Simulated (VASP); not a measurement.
NiO, 2 atoms in the cell. The structure is cubic, space group Fm-3m (No. 225). Conventional cell: a = 4.216 Å, b = 4.216 Å, c = 4.216 Å, α = 90.00°, β = 90.00°, γ = 90.00°. Within 2.8 Å of Ni (site symmetry m-3m) lie 6 O at 2.11 Å. Within 2.8 Å of O (site symmetry m-3m) lie 6 Ni at 2.11 Å. 

- Program: VASP 6.6.1
- Task: single point
- Functional: PBE
- Potentials or basis: VASP PAW PBE potentials, release 64 (Ni, O)
- Cutoff: 520 eV
- k mesh: 18 × 18 × 18
- Occupations: gaussian, width 0.1 eV
- Spin: collinear spin, ferromagnetic start
- Starting moments: [1.61, 0.33] μB
- Dipole correction: no
- Further INCAR settings: ALGO = Normal; EDIFF = 1e-07; NBANDS = 19

Potentials or basis: VASP PAW PBE potentials, release 64 (Ni, O).

Command:

```sh
$ cat potpaw_PBE.64/Ni/POTCAR potpaw_PBE.64/O/POTCAR > POTCAR
$ mpirun -np 1 vasp_std > vasp.out
```

Hardware: 1 thread of AMD EPYC 9R14 (Zen 4), with other jobs on the host.

Q: Estimate the wall time of this run.

A: It took 110 s on 1 thread of AMD EPYC 9R14 (Zen 4) (shared host), peak memory 0.2 GiB. Counts: scf iterations 17, k points 195.
